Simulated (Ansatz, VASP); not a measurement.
# Two plane-wave programs on BeS3

```
Be S
1.0
     3.91206    0.00000    0.00000
     0.00000    3.91206    0.00000
     0.00000    0.00000    3.91206
Be S
1 3
Direct
  0.00000 0.00000 0.00000
  0.00000 0.50000 0.50000
  0.50000 0.00000 0.50000
  0.50000 0.50000 0.00000
```

Alike in both runs: functional PBE; k mesh 12 × 12 × 12; occupations gaussian, width 0.1 eV; no spin polarisation.

Ansatz relaxed the structure, and its values are those at the end. VASP's run is a single point on that final structure, the one shown.

|  | VASP | Ansatz |
| --- | --- | --- |
| version | VASP 6.6.1 | Ansatz 0.2.0 |
| potentials or method | VASP PAW PBE potentials, release 64 (Be, S), cutoff 520 eV | scalar-relativistic, plane waves, PAW |
| valence electrons in the cell | 20 | 20 |

Ansatz gave:

* gap on the k mesh at the Fermi level (eV): none
* pressure (GPa): 0.0

What did VASP give for the same quantities?

gap on the k mesh at the Fermi level (eV): none; pressure (GPa): -0.1.

A gap of «none» marks a metal or a gap that the smearing closes. The functional is the same, so the differences come from potentials, cutoffs and numerics.
